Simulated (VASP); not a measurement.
Runs of VASP 6.6.1 on Cs. The structure is that of space group Im-3m (No. 229), or close to it. The cells are those of the table. 

| cell | gap on the mesh (eV) | pressure (GPa) |
| --- | --- | --- |
| a = 5.243 Å, angles 109.5°, 1 atom | none | -0.3 |
| a = 5.043 Å, angles 109.5°, 1 atom | none | -0.2 |
| a = 4.915 Å, angles 109.5°, 1 atom | none | (a) |
| a = 5.222 Å, angles 109.5°, 1 atom | none | -0.3 |
| a = 5.190 Å, angles 109.5°, 1 atom | none | -0.3 |
| a = 5.099 Å, angles 109.5°, 1 atom | none | -0.2 |
| a = 5.254 Å, angles 109.5°, 1 atom | none | -0.3 |
| a = 4.983 Å, angles 109.5°, 1 atom | none | -0.1 |

Alike in all rows: task single point; level LDA; potentials or basis VASP PAW LDA potentials, release 64 (Cs_sv); no spin polarisation; k mesh 4 × 4 × 4; cutoff (eV) 500; smearing gaussian 0.05 eV.

Fill in the values left out.

(a) 0.0.

Caveats: all runs use coarse meshes; spin-orbit coupling is left out, which moves the levels of the heavy elements.

A k mesh can miss the band edges, and the runs leave out spin-orbit coupling on Cs.

A gap of «none» marks levels without a gap at the run's occupations.
